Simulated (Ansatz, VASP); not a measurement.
# C in VASP and in Ansatz

The input INCAR:

```
SYSTEM = C
PREC = Accurate
ENCUT = 520
EDIFF = 1E-7
ISMEAR = 0
SIGMA = 0.03
LREAL = .False.
LASPH = .True.
NELM = 100
ALGO = Normal
ISIF = 2
LWAVE = .False.
LCHARG = .False.
NBANDS = 11
```

File KPOINTS:

```
regular mesh
0
Gamma
  16 16 16
  0 0 0
```

The input POSCAR:

```
C
1.0
    0.0251981193      2.1166507492      3.3597492418
    1.2479827870      0.0000000000      3.3689201268
    1.2227846677      2.1166507492      0.0091708850
C
2
Direct
    0.1667065656      0.8332934344      0.1667065656
    0.8332934344      0.1667065656      0.8332934344
```

Input for Ansatz:

```yaml
crystal:
  lattice:
    - [0.0251981193, 2.1166507492, 3.3597492418]
    - [1.247982787, 0.0, 3.3689201268]
    - [1.2227846677, 2.1166507492, 0.009170885]
  atoms:
    - { symbol: C, position: [0.1667065656, 0.8332934344, 0.1667065656] }
    - { symbol: C, position: [0.8332934344, 0.1667065656, 0.8332934344] }
basis:
  ecutwfc: 420
kpoints:
  mp_grid: { grid: [16, 16, 16] }
hamiltonian:
  xc: lda
scf:
  occupations: { method: gaussian, width: 0.03 }
output:
  forces: true
  stress: true
  eigenvalues: true
```

Change from the starting cell: strain +0.0150 x Voigt [0, 0, 0, 0, 1, 0], atoms carried along.

Alike in both runs: task single point; functional LDA; k mesh 16 × 16 × 16; occupations gaussian, width 0.03 eV; no spin polarisation.

|  | VASP | Ansatz |
| --- | --- | --- |
| version | VASP 6.6.1 | Ansatz 0.2.0 |
| potentials or method | VASP PAW LDA potentials, release 64 (C), cutoff 520 eV | scalar-relativistic, plane waves, PAW |
| valence electrons in the cell | 8 | 8 |

|  | VASP | Ansatz | Ansatz less VASP |
| --- | --- | --- | --- |
| gap on the k mesh at the Fermi level (eV) | 0.20 | 0.21 | +0.001 |
| least direct gap on the mesh (eV) | 0.26 | 0.26 | +0.003 |
| pressure (GPa) | 0.8 | 0.0 | -0.81 |
| traceless stress, the component that is largest in VASP (GPa) | -0.79 | 0.14 | +0.925 |
| rms of the force components (eV/Å) | 0.014 | 0.014 | -0.0001 |

LDA's correlation is that of Perdew and Zunger in VASP and of Perdew and Wang (1992) in Ansatz. Atom by atom the forces differ by 0.000 eV/Å (rms over components).
